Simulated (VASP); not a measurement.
# ZnGa15O24 (a cell with a defect) in VASP: single point with PBEsol

Aim: the single point of ZnGa15O24 (a cell with a defect) with PBEsol.

Program: VASP 6.6.1. These are calculated values, not measurements. Logs are shortened: lines on timing, memory, paths and dates and some standing lists are left out, and cuts for length are marked.

**1. The cell of the first run**

The cell holds a defect, 40 atoms: a = 7.541 Å, b = 7.654 Å, c = 8.421 Å, α = 72.48°, β = 75.38°, γ = 67.31°.

**2. Single point, PBEsol**

The input, INCAR:

```
SYSTEM = ZnGa15O24
PREC = Accurate
ENCUT = 520
EDIFF = 1E-6
ISMEAR = 0
SIGMA = 0.02
LREAL = Auto
LASPH = .True.
NELM = 100
ALGO = Normal
ISIF = 2
LWAVE = .False.
LCHARG = .False.
GGA = PS
NBANDS = 202
NELECT = 352.0
```

The input, KPOINTS:

```
Automatic mesh
0
Gamma
  2 2 2
  0.5 0.5 0.5
```

The input, POSCAR:

```
ZnGa15O24
1.0
    4.7582719443     -1.5236598588      5.6477888170
    6.1387134722      4.5709795765      0.0036360899
   -1.3804415279      6.0946394354      5.6441527271
Zn Ga O
1 15 24
Direct
    0.8538858201      0.8298389040      0.8411941597
    0.0978741622      0.5853029111      0.5875537255
    0.5996338498      0.0832801947      0.0853447574
    0.3484401010      0.3360694442      0.3351062497
    0.9011183144      0.4154830134      0.4141400900
    0.1518658087      0.1670795964      0.1626934088
    0.6536391533      0.6676262889      0.6640842937
    0.4036981291      0.9156140301      0.9124144483
    0.0321903369      0.7865220348      0.1706006137
    0.2851853449      0.5345118931      0.9180881801
    0.7843200217      0.0329414624      0.4201312091
    0.5335059870      0.2846452348      0.6712542426
    0.7153818087      0.4679189448      0.0773822035
    0.9673982366      0.2157011482      0.8289116853
    0.4660113490      0.7160236836      0.3297582166
    0.2166256125      0.9676083260      0.5793917557
    1.0053078263      0.0112126253      0.7420874109
    0.2509594841      0.7587515952      0.4946364457
    0.7519226063      0.2574001743      0.9942812045
    0.5002917386      0.5088869624      0.2434740867
    0.7496140192      0.2407586491      0.5063521730
    0.0017099814      0.9935899244      0.2565653270
    0.5019118805      0.4938986292      0.7540055337
    0.2471371751      0.7435901324      0.0045121124
    0.0902418801      0.5643480498      0.3471265552
    0.3385955431      0.3168059523      0.0991713263
    0.8420466252      0.8088910551      0.5888579338
    0.5765876252      0.0738677558      0.8537445839
    0.6516091571      0.6832301746      0.9012748929
    0.9119460289      0.4337038129      0.6498774851
    0.4087694210      0.9356041075      0.1536988651
    0.1615357433      0.1864298561      0.3997555995
    0.4316411849      0.9057989763      0.6773335792
    0.6773197925      0.6479191357      0.4327079801
    0.1780321266      0.1492775856      0.9333605906
    0.9271623038      0.4015421296      0.1816147866
    0.3225093954      0.3496265306      0.5664420848
    0.5703337915      0.1011459721      0.3184888521
    0.0783898283      0.5813547926      0.8191438566
    0.8136508058      0.8461983105      0.0834374948
```

Potentials or basis: VASP PAW PBE potentials, release 64 (Zn, Ga_d, O).

Command:

```console
$ cat potpaw_PBE.64/Zn/POTCAR potpaw_PBE.64/Ga_d/POTCAR potpaw_PBE.64/O/POTCAR > POTCAR
$ mpirun -np 1 vasp_std > vasp.out
```

OUTCAR:

```text
SYSTEM = ZnGa15O24
   PREC = Accurate
   ENCUT = 520
   EDIFF = 1E-6
   ISMEAR = 0
   LREAL = Auto
   LASPH = .True.
   NELM = 100
   ISIF = 2
   GGA = PS
   NELECT = 352.0

 ion  position               nearest neighbor table
   1  0.854  0.830  0.841-  17 1.99  40 2.02  39 2.02  29 2.10  27 2.20  28 2.21
   2  0.098  0.585  0.588-  39 1.91  18 1.95  37 1.96  27 2.03  30 2.03  25 2.10
   3  0.600  0.083  0.085-  40 1.91  19 1.95  38 1.96  28 2.03  31 2.03  26 2.09
   4  0.348  0.336  0.335-  37 1.94  38 1.94  20 1.94  32 2.02  26 2.06  25 2.06
   5  0.901  0.415  0.414-  34 1.94  36 1.95  21 1.95  25 2.03  30 2.06  32 2.07
   6  0.152  0.167  0.163-  35 1.93  22 1.94  36 1.95  26 2.02  31 2.06  32 2.07
   7  0.654  0.668  0.664-  23 1.94  33 1.95  34 1.96  27 1.98  29 2.03  30 2.08
   8  0.404  0.916  0.912-  35 1.95  33 1.96  24 1.96  28 1.99  29 2.03  31 2.09
   9  0.032  0.787  0.171-  40 1.81  24 1.85  22 1.85  25 1.88
  10  0.285  0.535  0.918-  39 1.82  23 1.84  24 1.85  26 1.88
  11  0.784  0.033  0.420-  38 1.84  21 1.84  22 1.85  27 1.85
  12  0.534  0.285  0.671-  37 1.84  23 1.84  21 1.85  28 1.85
  13  0.715  0.468  0.077-  36 1.84  19 1.84  20 1.85  29 1.85
  14  0.967  0.216  0.829-  17 1.82  35 1.84  19 1.85  30 1.87
  15  0.466  0.716  0.330-  34 1.83  20 1.84  18 1.84  31 1.86
  16  0.217  0.968  0.579-  17 1.81  33 1.84  18 1.85  32 1.88
  17  0.005  0.011  0.742-  16 1.81  14 1.82   1 1.99
[... 9 lines left out ...]
  27  0.842  0.809  0.589-  11 1.85   7 1.98   2 2.03   1 2.20
  28  0.577  0.074  0.854-  12 1.85   8 1.99   3 2.03   1 2.21
  29  0.652  0.683  0.901-  13 1.85   8 2.03   7 2.03   1 2.10
  30  0.912  0.434  0.650-  14 1.87   2 2.03   5 2.06   7 2.08
  31  0.409  0.936  0.154-  15 1.86   3 2.03   6 2.06   8 2.09
  32  0.162  0.186  0.400-  16 1.88   4 2.02   6 2.07   5 2.07
  33  0.432  0.906  0.677-  16 1.84   7 1.95   8 1.96
  34  0.677  0.648  0.433-  15 1.83   5 1.94   7 1.96
  35  0.178  0.149  0.933-  14 1.84   6 1.93   8 1.95
  36  0.927  0.402  0.182-  13 1.84   5 1.95   6 1.95
  37  0.323  0.350  0.566-  12 1.84   4 1.94   2 1.96
  38  0.570  0.101  0.318-  11 1.84   4 1.94   3 1.96
  39  0.078  0.581  0.819-  10 1.82   2 1.91   1 2.02
  40  0.814  0.846  0.083-   9 1.81   3 1.91   1 2.02

  LATTYP: Found a triclinic cell.
 ALAT       =    21.2816769955
 B/A-ratio  =     1.1209303200
 C/A-ratio  =     0.9014791249
 COS(alpha) =     0.0001144305
 COS(beta)  =     0.5397409708
 COS(gamma) =     0.8407751075

  Lattice vectors:

 A1 = (  18.4161404166, -10.6656190119,   0.0109082697)
 A2 = (  23.1744123609,   0.0000000000,   5.6586970867)
 A3 = (   1.3804415279, -18.2839183061,  -5.6441527271)

Analysis of symmetry for initial positions (statically):
=====================================================================
 Subroutine PRICEL returns:
 Original cell was already a primitive cell.

 Routine SETGRP: Setting up the symmetry group for a
 triclinic supercell.

[... 185 lines left out ...]
   NUPDOWN=      -1.0000    fix difference up-down
   EMIN   =  10.00;   EMAX   =-10.00  energy-range for DOS
   EFERMI =   0.00;   METHOD = LEGACY
   ISMEAR =     0;   SIGMA  =   0.02  broadening in eV -4-tet -1-fermi 0-gaus
   EFERMI_NEDOS =   21; number of points for ismear=-14 and -15
   IALGO  =     38    algorithm
   IMIX   =      4    mixing-type and parameters
     AMIX     =   0.40;   BMIX     =  1.00
     AMIX_MAG =   1.60;   BMIX_MAG =  1.00
  volume/ion in A,a.u.               =      10.56        71.26
  Fermi-wavevector in a.u.,A,eV,Ry     =   1.540577  2.911268 32.291755  2.373377
  Thomas-Fermi vector in A             =   2.646644
   LORBIT       =      0    0 simple, 1 ext, 2 COOP (PROOUT), +10 PAW based schemes
   GGA     = PS    functional components
   LHFCALC =     F    Hartree Fock is set to
   AEXX    =    0.0000 exact exchange contribution
   IVDW    =     0    specifies the selected vdW correction
   LEPSILON=     F    determine dielectric tensor
   LRPA    =     F    only Hartree local field effects (RPA)
 non-spin polarized calculation
 Gauss-broadening in eV      SIGMA  =   0.02
  energy-cutoff  :      520.00
  volume of cell :      422.39
 maximum number of plane-waves:     11380
   NGX = 29   NGY = 29   NGZ = 31

 number of electron     351.9999933 magnetization

 Free energy of the ion-electron system (eV)
  ---------------------------------------------------
  ext. energy  EPLUGINS =         0.00000000
  ---------------------------------------------------
  free energy    TOTEN  =      -247.08441814 eV

  energy without entropy =     -247.08441814  energy(sigma->0) =     -247.08441814

 E-fermi :   3.8786     XC(G=0): -11.8695

 val. band max:        3.7309961192   @ k =   0.2500   0.2500   0.2500
 cond. band min:       6.7087621034   @ k =   0.2500   0.2500   0.2500
 fundamental gap:      2.9777659843
 Fermi energy:         3.8785881907

 k-point     1 :       0.2500    0.2500    0.2500
  band No.  band energies     occupation
      1     -15.2390      2.00000
      2     -14.7033      2.00000
      3     -14.5059      2.00000
      4     -14.4796      2.00000
      5     -14.3484      2.00000
      6     -14.2731      2.00000
[... 753 lines left out ...]
    187      10.3338      0.00000
    188      10.6405      0.00000
 [bands above 188 left out]

------------------------ aborting loop because EDIFF is reached ----------------------------------------

  FORCE on cell =-STRESS in cart. coord.  units (eV):
  Direction    XX          YY          ZZ          XY          YZ          ZX
  --------------------------------------------------------------------------------------
  -------------------------------------------------------------------------------------
  Total       13.9153763     14.6542495     14.3219230     -0.0472981     -0.0292341      0.1711680
  in kB       52.7823223     55.5849371     54.3243917     -0.1794061     -0.1108878      0.6492564
  external PRESSURE =      54.2305504 kB  Pullay stress =       0.0000000 kB

 VOLUME and BASIS-vectors are now :
 -----------------------------------------------------------------------------
  energy-cutoff  :      520.00
  volume of cell :      422.39
      direct lattice vectors                 reciprocal lattice vectors
     4.758271944 -1.523659859  5.647788817     0.061026405 -0.082039308  0.103513036
     6.138713472  4.570979577  0.003636090     0.101850581  0.082039308 -0.063676737
    -1.380441528  6.094639435  5.644152727    -0.061131334  0.082039308  0.073635812

 POSITION                                       TOTAL-FORCE (eV/Angst)
 -----------------------------------------------------------------------------------
      7.99594      7.61892      9.57341        -0.006758      0.001920     -0.031028
      3.24764      6.10721      3.87114         0.011944      0.014883      0.006941
      3.24664     -0.01282      3.86861         0.013765     -0.019254      0.003652
      3.25841      3.04761      3.86053         0.011025      0.002069      0.014986
      6.26660      3.05020      7.42831        -0.003754      0.001273     -0.020636
      1.52368      1.52388      1.77658        -0.008687     -0.001842     -0.021473
[... 32 lines left out ...]
      2.81099      7.53031      5.06822        -0.022538     -0.042011      0.038341
      8.95096      3.13675      5.06934        -0.021826      0.048787      0.037982
 -----------------------------------------------------------------------------------
    total drift:                                0.001655     -0.006213      0.026142

  FREE ENERGIE OF THE ION-ELECTRON SYSTEM (eV)
  ---------------------------------------------------
  free  energy   TOTEN  =      -247.0844181441 eV

  energy  without entropy=     -247.0844181441  energy(sigma->0) =     -247.08441814
```

Wall time 17 min (1 thread of Oxide Virtual Turin-like, shared host); peak memory 0.58 GiB.

Results:

```
Free energy   : -247.0844 eV
Largest force : 0.066 eV/Å
```

Forces in eV/Å, atoms in the order of the input:
```
Zn  -0.007  0.002 -0.031
Ga   0.012  0.015  0.007
Ga   0.014 -0.019  0.004
Ga   0.011  0.002  0.015
Ga  -0.004  0.001 -0.021
Ga  -0.009 -0.002 -0.021
Ga  -0.007 -0.011 -0.011
Ga   0.004  0.010 -0.012
Ga   0.007 -0.015  0.014
Ga   0.002  0.008  0.010
Ga  -0.009 -0.002 -0.004
Ga  -0.011  0.005 -0.001
Ga  -0.005 -0.001  0.008
Ga  -0.004  0.002  0.008
Ga   0.000  0.001  0.006
Ga  -0.007 -0.005  0.007
O    0.051  0.002 -0.002
O    0.007 -0.010  0.000
O    0.010  0.007  0.001
O    0.009 -0.004  0.002
O   -0.014  0.003 -0.008
O   -0.003 -0.007  0.002
O    0.004  0.003  0.001
O   -0.009  0.011 -0.004
O    0.021 -0.003 -0.014
O    0.013  0.002 -0.013
O    0.015  0.000 -0.011
O    0.010 -0.010 -0.002
O   -0.014  0.003 -0.005
O   -0.018  0.000  0.018
O   -0.021  0.004  0.014
O   -0.016 -0.001  0.016
O    0.006  0.000 -0.021
O    0.005  0.000 -0.025
O    0.005  0.004 -0.023
O    0.008  0.002 -0.010
O   -0.008 -0.003  0.014
O   -0.005  0.000  0.016
O   -0.023 -0.042  0.038
O   -0.022  0.049  0.038
```

Caveat: the cell carries a net charge on a neutralising background, which shifts energy and pressure; the cell is charged against a uniform background, so pressure and absolute levels hang on convention; the PAW data sets were made with another functional, which shifts forces and pressure a little.
